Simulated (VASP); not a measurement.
Here is a VASP 6.6.1 calculation.

INCAR

```
PREC     = Accurate       # precision mode
ENCUT    = 520            # plane-wave cutoff, eV
EDIFF    = 1E-7           # SCF threshold, eV
ISMEAR   = 0              # smearing method
SIGMA    = 0.1            # smearing width, eV
LREAL    = F              # projectors in reciprocal space
LASPH    = T              # aspherical terms in the spheres
NELM     = 60             # most SCF steps
ALGO     = Normal         # electronic algorithm
ISIF     = 2              # what is computed and relaxed
LWAVE    = F              # write WAVECAR
LCHARG   = F              # write CHGCAR
LDIPOL   = T            
IDIPOL   = 3            
DIPOL    = 0.5 0.5 0.514
GGA      = PS             # functional
NBANDS   = 27             # bands
```

The input KPOINTS:

```
regular mesh
0
Gamma
  9 9 1
```

Contents of POSCAR:

```
Na5H
1.0
    3.7196409407      0.0000000000      0.0000000000
   -1.8598204703      3.2213035476      0.0000000000
    0.0000000000      0.0000000000     31.1234352892
Na H
5 1
Direct
    0.6666666667      0.3333333333      0.2731060990
    0.3333333333      0.6666666667      0.3704879849
    0.6666666667      0.3333333333      0.4697076077
    0.3333333333      0.6666666667      0.5680937895
    0.6666666667      0.3333333333      0.6707814274
    0.6666666667      0.3333333333      0.7331615562
```

Potentials or basis: VASP PAW PBE potentials, release 64 (Na_pv, H).

Launch:

```sh
$ cat potpaw_PBE.64/Na_pv/POTCAR potpaw_PBE.64/H/POTCAR > POTCAR
$ mpirun -np 1 vasp_std > vasp.out
```

What does it give for the largest force?

0.016 eV/Å.

What does it give for the band gap on the k mesh?

Zero (band 18 reaches -0.83 eV, above the bottom of band 19 at -3.96 eV).

Forces in eV/Å, atoms in the order of the input:
```
Na   0.000  0.000  0.002
Na   0.000  0.000 -0.008
Na   0.000  0.000  0.001
Na   0.000  0.000  0.005
Na   0.000  0.000 -0.016
H    0.000  0.000  0.016
```

Caveat: the PAW data sets were made with another functional, which shifts forces and pressure a little.
